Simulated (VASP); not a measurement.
Sb, 2 atoms in the cell. Symmetry: R-3m, No. 166, trigonal system. The conventional cell has a = 4.291 Å, b = 4.291 Å, c = 10.976 Å, α = 90.00°, β = 90.00°, γ = 120.00°. Sb (site symmetry 3m) has 6 Sb at 2.91 to 3.27 Å within 3.8 Å. 

```yaml
Program: VASP 6.6.1
Task: single point
Functional: LDA
Potentials_or_basis: VASP PAW LDA potentials, release 64 (Sb)
Cutoff: 520 eV
k_mesh: 9 × 9 × 9
Occupations: gaussian, width 0.01 eV
Spin: no spin polarisation
Dipole_correction: no
Further_INCAR_settings: ALGO = Normal; EDIFF = 1e-06; NBANDS = 12
```

Potentials or basis: VASP PAW LDA potentials, release 64 (Sb).

The run is started by

```console
$ cat potpaw_LDA.64/Sb/POTCAR > POTCAR
$ mpirun -np 1 vasp_std > vasp.out
```

Hardware: 1 thread of Intel(R) Xeon(R) 6975P-C (Granite Rapids) (shared host).

Q: How long does it take, and how much memory?

A: Run time: 16 s on 1 thread of Intel(R) Xeon(R) 6975P-C (Granite Rapids) (shared host), peak memory 0.19 GiB. Counts: scf iterations 10, k points 85.
